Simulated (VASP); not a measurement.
**Co: single point with PBE**

Co:

```
Co
1.0
     0.00000    1.70509    1.70509
     1.70509    0.00000    1.70509
     1.70509    1.70509    0.00000
Co
1
Cartesian
  0.0000 0.0000 0.0000
```

This cell differs from its parent crystal: Ti replaced by Co, lengths x 0.873, strained.

```yaml
Program: VASP 6.6.1
Task: single point
Functional: PBE
Potentials_or_basis: VASP PAW PBE potentials, release 64 (Co)
Cutoff: 520 eV
k_mesh: 8 × 8 × 8
Occupations: gaussian, width 0.1 eV
Spin: collinear spin, ferromagnetic start
Starting_moments: "[3.0] μB"
Dipole_correction: no
Further_INCAR_settings: ALGO = Normal; EDIFF = 1e-07; NBANDS = 14
```

| Property | Result |
| --- | --- |
| Pressure | 26.7 GPa |
| Net moment | 1.70 μB per cell |
| Site moments | Co +1.69 μB |
| Valence electrons inside the program's atomic spheres | Co 8.46 |

Levels at points of the mesh, in eV from the Fermi level:
Spin up:
```tsv
k point	band 3	band 4	band 5	band 6	band 7	band 8
(0.00, 0.00, 0.00)	-2.86	-2.86	-1.67	-1.67	23.82	28.86
(0.50, 0.00, 0.00)	-3.02	-0.63	-0.63	-0.32	6.98	22.35
(0.50, 0.50, 0.00)	-0.76	-0.33	-0.33	2.72	10.54	15.87
```
Spin down:
```csv
k point,band 1,band 2,band 3,band 4,band 5,band 6,band 7,band 8,band 9
"(0.00, 0.00, 0.00)",-9.44,-1.26,-1.26,-1.26,0.41,0.41,23.59,29.07,29.07
"(0.50, 0.00, 0.00)",-4.69,-1.27,-1.27,-0.28,1.34,1.34,8.05,22.13,26.98
"(0.50, 0.50, 0.00)",-4.58,-3.81,1.40,1.53,1.53,2.82,11.55,16.11,16.11
```

It took 11 s on 1 thread of AMD EPYC 7R43 64-Core Processor (Zen 3), with other jobs on the host, peak memory 0.09 GiB.

Caveat: the k points lie up to 0.40 Å⁻¹ apart; the cell differs from its parent crystal (Ti replaced by Co, lengths x 0.873, strained).
